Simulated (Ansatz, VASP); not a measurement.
C: VASP beside Ansatz

POSCAR

```
C
1.0
    2.5031802500      0.0000000000      0.0000000000
   -1.2515901250      2.1678176868      0.0000000000
    0.0000000000      0.0000000000      4.1688550419
C
4
Direct
    0.3333333333      0.6666666667     -0.0002690425
    0.6666666667      0.3333333333      0.4997309575
    0.3333333333      0.6666666667      0.3742690425
    0.6666666667      0.3333333333      0.8742690425
```

Contents of INCAR.step1:

```
SYSTEM = C
ALGO = Normal
EDIFF = 1E-4
ENCUT = 520
GGA = PE
ISMEAR = 0
LASPH = .True.
LCHARG = .False.
LREAL = .False.
LWAVE = .True.
NBANDS = 16
NELM = 100
PREC = Accurate
SIGMA = 0.01
```

Contents of INCAR.step2:

```
SYSTEM = C
ALGO = Normal
EDIFF = 1E-7
ENCUT = 520
ISIF = 2
ISMEAR = 0
ISTART = 1
LASPH = .True.
LCHARG = .True.
LELF = .True.
LMIXTAU = .True.
LREAL = .False.
LVHAR = .True.
LWAVE = .False.
METAGGA = R2SCAN
NBANDS = 16
NELM = 100
PREC = Accurate
SIGMA = 0.01
```

KPOINTS

```
k-points
0
Gamma
  9 9 6
  0 0 0
```

Input for Ansatz:

```yaml
crystal:
  lattice:
    - [2.50318025, 0.0, 0.0]
    - [-1.251590125, 2.1678176868, 0.0]
    - [0.0, 0.0, 4.1688550419]
  atoms:
    - { symbol: C, position: [0.3333333333, 0.6666666667, -0.0002690425] }
    - { symbol: C, position: [0.6666666667, 0.3333333333, 0.4997309575] }
    - { symbol: C, position: [0.3333333333, 0.6666666667, 0.3742690425] }
    - { symbol: C, position: [0.6666666667, 0.3333333333, 0.8742690425] }
basis:
  ecutwfc: 500
kpoints:
  mp_grid: { grid: [9, 9, 6] }
  band_path:
    path:
      - [0.0, 0.0, 0.0]
      - [0.0, 0.0, 0.0]
      - [0.0, 0.0, 0.0]
      - [0.0, 0.0, 0.0]
      - [0.0, 0.0, 0.0]
      - [0.0, 0.0, 0.0]
      - [0.0, 0.0, 0.0]
      - [0.0, 0.0, 0.0]
      - [0.0, 0.0, 0.0]
      - [0.0, 0.0, 0.0]
      - [0.0, 0.0, 0.0]
      - [0.0, 0.0, 0.0]
      - [0.0, 0.0, 0.0]
      - [0.0, 0.0, 0.0]
      - [0.0, 0.0, 0.0]
      - [0.0, 0.0, 0.0]
      - [0.0, 0.0, 0.0]
      - [0.0, 0.0, 0.0]
      - [0.0, 0.0, 0.0]
      - [0.0, 0.0, 0.0]
      - [0.0, 0.0, 0.0]
      - [0.0, 0.0, 0.0]
      - [0.0, 0.0, 0.0]
      - [0.0, 0.0, 0.0]
      - [0.0, 0.0, 0.0]
      - [0.0, 0.0, 0.0]
      - [0.3, 0.0, 0.0]
      - [0.3166666667, 0.0, 0.0]
      - [0.3333333333, 0.0, 0.0]
      - [0.35, 0.0, 0.0]
      - [0.3666666667, 0.0, 0.0]
      - [0.3833333333, 0.0, 0.0]
      - [0.4, 0.0, 0.0]
      - [0.4166666667, 0.0, 0.0]
      - [0.4333333333, 0.0, 0.0]
      - [0.45, 0.0, 0.0]
      - [0.4666666667, 0.0, 0.0]
      - [0.4833333333, 0.0, 0.0]
      - [0.5, 0.0, 0.0]
      - [0.5, 0.0, 0.0]
      - [0.5, 0.0, 0.0416666667]
      - [0.5, 0.0, 0.0833333333]
      - [0.5, 0.0, 0.125]
      - [0.5, 0.0, 0.1666666667]
      - [0.5, 0.0, 0.2083333333]
      - [0.5, 0.0, 0.25]
      - [0.5, 0.0, 0.2916666667]
      - [0.5, 0.0, 0.3333333333]
      - [0.5, 0.0, 0.375]
      - [0.5, 0.0, 0.4166666667]
      - [0.5, 0.0, 0.4583333333]
      - [0.5, 0.0, 0.5]
      - [0.3333333333, 0.3333333333, 0.0]
      - [0.3333333333, 0.3333333333, 0.0]
      - [0.3333333333, 0.3333333333, 0.0]
      - [0.3333333333, 0.3333333333, 0.0]
      - [0.3333333333, 0.3333333333, 0.0]
      - [0.3333333333, 0.3333333333, 0.0]
      - [0.3333333333, 0.3333333333, 0.0]
      - [0.3333333333, 0.3333333333, 0.0]
      - [0.3333333333, 0.3333333333, 0.0]
      - [0.3333333333, 0.3333333333, 0.0]
      - [0.3333333333, 0.3333333333, 0.0]
      - [0.3333333333, 0.3333333333, 0.0]
      - [0.3333333333, 0.3333333333, 0.0]
      - [0.0, 0.0, 0.5]
      - [0.0, 0.0, 0.5]
      - [0.0, 0.0, 0.5]
      - [0.0, 0.0, 0.5]
      - [0.0, 0.0, 0.5]
      - [0.0, 0.0, 0.5]
      - [0.0, 0.0, 0.5]
      - [0.0, 0.0, 0.5]
      - [0.0, 0.0, 0.5]
      - [0.0, 0.0, 0.5]
      - [0.0, 0.0, 0.5]
      - [0.0, 0.0, 0.5]
      - [0.0, 0.0, 0.5]
    npoints: 1
hamiltonian:
  xc: r2scan
  pseudopotentials: { kind: paw, azcp: { folder: soft_1 } }
scf:
  occupations: { method: fixed }
  n_extra_bands: 6
output:
  eigenvalues: true
```

Alike in both runs: task single point; functional r2SCAN; k mesh 9 × 9 × 6; no spin polarisation.

|  | VASP | Ansatz |
| --- | --- | --- |
| version | VASP 6.6.1 | Ansatz 0.2.0 |
| potentials or method | VASP PAW PBE potentials, release 64 (C), cutoff 520 eV | scalar-relativistic, plane waves, PAW |
| occupations | gaussian, width 0.01 eV | fixed |
| valence electrons in the cell | 16 | 16 |

|  | VASP | Ansatz | Ansatz less VASP |
| --- | --- | --- | --- |
| gap on the k mesh at the Fermi level (eV) | 3.56 | 3.60 | +0.039 |
| least direct gap on the mesh (eV) | 5.19 | 5.24 | +0.046 |

VASP's potentials were made for PBE, not for r2SCAN.
